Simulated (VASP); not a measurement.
Write the native input for VASP 6.6.1 that does the following.

```
Task                   : single point
Functional             : PBE
Potentials or basis    : VASP PAW PBE potentials, release 64 (Pt)
Cutoff                 : 520 eV
k mesh                 : 12 × 12 × 12
Occupations            : gaussian, width 0.025 eV
Spin                   : no spin polarisation
Dipole correction      : no
Further INCAR settings : ALGO = Fast; EDIFF = 1e-06; NBANDS = 11
```

The structure of Pt lies in POSCAR:

```
Pt
1.0
    0.0000000000      1.9609000000      1.9609000000
    1.9609000000      0.0000000000      1.9609000000
    1.9609000000      1.9609000000      0.0000000000
Pt
1
Direct
    0.0000000000      0.0000000000      0.0000000000
```

One way to write it, as run:

INCAR

```
SYSTEM = Pt
ALGO = Fast
EDIFF = 1E-6
ENCUT = 520
GGA = PE
ISIF = 2
ISMEAR = 0
LASPH = .True.
LCHARG = .True.
LELF = .True.
LREAL = .False.
LVHAR = .True.
LWAVE = .False.
NBANDS = 11
NELM = 100
PREC = Accurate
SIGMA = 0.025
```

KPOINTS

```
k-points
0
Gamma
  12 12 12
  0 0 0
```

Potentials or basis: VASP PAW PBE potentials, release 64 (Pt).

The run is started by

```console
$ cat potpaw_PBE.64/Pt/POTCAR > POTCAR
$ mpirun -np 1 vasp_std > vasp.out
```

It gave:

| Quantity | Value |
| --- | --- |
| Pressure | 9.7 GPa |
| Band gap on the k mesh | zero (band 5 reaches 11.78 eV, above the bottom of band 6 at 9.54 eV) |

Caveat: spin-orbit coupling is left out, which moves the levels of the heavy elements.

It took 7.7 s on 1 thread of Intel(R) Xeon(R) Platinum 8488C (Sapphire Rapids), with other jobs on the host, peak memory 0.14 GiB.
